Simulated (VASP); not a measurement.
SiC, 12 atoms in the cell. The typed cell holds 12 atoms: a = 3.079 Å, b = 3.079 Å, c = 15.108 Å, α = 90.00°, β = 90.00°, γ = 120.00°. 

| Quantity | Value |
| --- | --- |
| Program | VASP 6.6.1 |
| Task | single point |
| Functional | PBEsol |
| Potentials or basis | VASP PAW PBE potentials, release 64 (Si, C) |
| Cutoff | 520 eV |
| k mesh | 12 × 12 × 2 |
| Occupations | gaussian, width 0.02 eV |
| Spin | no spin polarisation |
| Dipole correction | no |
| Further INCAR settings | ALGO = Normal; EDIFF = 1e-06; NBANDS = 36 |

Potentials or basis: VASP PAW PBE potentials, release 64 (Si, C).

Command:

```sh
$ cat potpaw_PBE.64/Si/POTCAR potpaw_PBE.64/C/POTCAR > POTCAR
$ mpirun -np 1 vasp_std > vasp.out
```

Hardware: 1 thread of Intel Xeon 8259CL (shared host).

**Question.** How long does it take, and how much memory?

**Answer.** It took 10 min on 1 thread of Intel Xeon 8259CL, with other jobs on the host, peak memory 0.38 GiB. Counts: scf iterations 12, k points 86.
